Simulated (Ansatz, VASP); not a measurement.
## NaCl: VASP beside Ansatz

```
CELL_PARAMETERS angstrom
4.72108 0.00000 0.00000
-2.36054 4.08857 0.00000
0.00000 0.00000 5.56948
ATOMIC_POSITIONS crystal
Na 0.33333 0.66667 0.93750
Na 0.66667 0.33333 0.43750
Cl 0.33333 0.66667 0.43750
Cl 0.66667 0.33333 0.93750
```

Alike in both runs: task single point; functional r2SCAN; k mesh 6 × 6 × 4; no spin polarisation.

```csv
,VASP,Ansatz
version,VASP 6.6.1,Ansatz 0.2.0
potentials or method,"VASP PAW PBE potentials, release 64 (Na_pv, Cl)","plane waves, PAW"
plane-wave cutoff (eV),520,500
occupations,"gaussian, width 0.01 eV",fixed
valence electrons in the cell,28,32
```

```tsv
	VASP	Ansatz	Ansatz less VASP
gap on the k mesh at the Fermi level (eV)	5.47	5.46	-0.013
pressure (GPa)	-0.2	0.0	+0.17
rms of the force components (eV/Å)	0.007	0.000	-0.0065
```

VASP's potentials were made for PBE, not for r2SCAN. Atom by atom the forces differ by 0.007 eV/Å (rms over components). VASP's potentials hold 28 valence electrons a cell and Ansatz's 32, so a difference there can come from the potentials and not from the codes. Ansatz's warnings: structure snapped to symmetry.
